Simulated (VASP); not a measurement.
Wanted: the native input for a VASP 6.6.1 run.

```yaml
Task: single point
Functional: PBE
Potentials_or_basis: VASP PAW PBE potentials, release 64 (Si, B)
Cutoff: 520 eV
k_mesh: 2 × 2 × 2
Occupations: fermi-dirac, width 0.05 eV
Spin: collinear spin, zero start
Starting_moments: "[0.0, 0.0, 0.0, 0.0, 0.0, 0.0, 0.0, 0.0, 0.0, 0.0, 0.0, 0.0, 0.0, 0.0, 0.0, 0.0, 0.0] μB"
Dipole_correction: no
Further_INCAR_settings: LREAL = Auto; ALGO = Normal; EDIFF = 1e-06; NBANDS = 52
```

The structure of Si16B (a cell with a defect) lies in POSCAR:

```
Si16B
1.0
    0.0000000000      5.4300000000      5.4300000000
    5.4300000000      0.0000000000      5.4300000000
    5.4300000000      5.4300000000      0.0000000000
Si B
16 1
Direct
   -0.0440883978     -0.2568876611      0.2784898711
    0.4404327808      0.0609852670      0.1425506446
    0.0690699816     -0.0101381215      0.4267127072
    0.1543738490      0.0109668508      0.7450920810
   -0.1362246777      0.7261325967     -0.0309760589
    0.0546593002      0.4145672192      0.2278453039
   -0.0039318600      0.4346132597      0.5479465930
    0.0967955801      0.6030202578      0.6665745856
    0.6921731123      0.0556537753     -0.1252854512
    0.6243830571      0.0886740331      0.1744567219
    0.5168784530      0.0228637201      0.5005985267
    0.6853314917      0.1802117864      0.5294383057
    0.3752762431      0.6677624309     -0.0728268877
    0.4866390424      0.8313351750      0.0221086556
    0.5082965009      0.5441160221      0.4353867403
    0.6281123389      0.6428637201      0.5829189687
    0.3969429098      0.3829281768      0.7818047882
```

The input as run:

INCAR

```
PREC     = Accurate       # precision mode
ENCUT    = 520            # plane-wave cutoff, eV
EDIFF    = 1E-6           # SCF threshold, eV
ISMEAR   = -1             # smearing method
SIGMA    = 0.05           # smearing width, eV
LREAL    = Auto         
LASPH    = T              # aspherical terms in the spheres
NELM     = 150            # most SCF steps
ALGO     = Normal         # electronic algorithm
ISIF     = 2              # what is computed and relaxed
LWAVE    = F              # write WAVECAR
LCHARG   = T              # write CHGCAR
ISPIN    = 2              # spin polarisation
MAGMOM   = 0 0 0 0 0 0 0 0 0 0 0 0 0 0 0 0 0 # initial moments
LORBIT   = 11             # projections on sites
GGA      = PE             # functional
LELF     = T              # ELF
LVHAR    = T            
NBANDS   = 52             # bands
```

KPOINTS

```
Automatic mesh
0
Gamma
  2 2 2
```

Potentials or basis: VASP PAW PBE potentials, release 64 (Si, B).

Run with:

```bash
$ cat potpaw_PBE.64/Si/POTCAR potpaw_PBE.64/B/POTCAR > POTCAR
$ mpirun -np 1 vasp_std > vasp.out
```

It gave:

| Quantity | Value |
| --- | --- |
| Pressure | 10.2 GPa |
| Largest force | 25.243 eV/Å |
| Net moment | 0.00 μB per cell |
| Valence electrons inside the program's atomic spheres | Si 1.61, 2.05, 1.54, 1.55, 1.66, 1.57, 1.80, 2.06, 1.71, 1.65, 1.59 (each value once); B 1.52 |

Caveat: the k points lie up to 0.50 Å⁻¹ apart.

Wall time 4.6 min on 1 thread of Intel(R) Xeon(R) 6975P-C (Granite Rapids), on a shared host, peak memory 0.7 GiB.
